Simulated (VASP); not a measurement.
A run of VASP 6.6.1:

The input POSCAR:

```
TaN
1.0
    0.0000000000      2.2259679500      2.2259679500
    2.2259679500      0.0000000000      2.2259679500
    2.2259679500      2.2259679500      0.0000000000
Ta N
1 1
Direct
    0.5000000000      0.5000000000      0.5000000000
    0.0000000000      0.0000000000      0.0000000000
```

File INCAR.step1:

```
PREC = Accurate
ENCUT = 520
ISMEAR = -1
SIGMA = 0.05
LREAL = F
LASPH = T
NELM = 100
NBANDS = 15
GGA = PE
ALGO = Normal
EDIFF = 1E-4
LWAVE = T
LCHARG = F
```

File INCAR.step2:

```
PREC = Accurate
ENCUT = 520
EDIFF = 1E-6
ISMEAR = -1
SIGMA = 0.05
LREAL = F
LASPH = T
NELM = 100
ALGO = Normal
ISIF = 2
LWAVE = F
LCHARG = F
METAGGA = R2SCAN
LMIXTAU = T
NBANDS = 15
ISTART = 1
```

File KPOINTS:

```
Automatic mesh
0
Gamma
  10 10 10
```

Potentials or basis: VASP PAW PBE potentials, release 64 (Ta_pv, N).

Launch:

```sh
$ cat potpaw_PBE.64/Ta_pv/POTCAR potpaw_PBE.64/N/POTCAR > POTCAR
$ cp INCAR.step1 INCAR
$ mpirun -np 1 vasp_std > vasp.out
$ cp INCAR.step2 INCAR
$ mpirun -np 1 vasp_std > vasp.out
```

Hardware: 1 thread of Intel(R) Xeon(R) Platinum 8488C (Sapphire Rapids), with other jobs on the host.

Task: How long does it take, and how much memory?

Result: Wall time 29 s on 1 thread of Intel(R) Xeon(R) Platinum 8488C (Sapphire Rapids) (shared host), peak memory 0.15 GiB. Counts: k points 47.
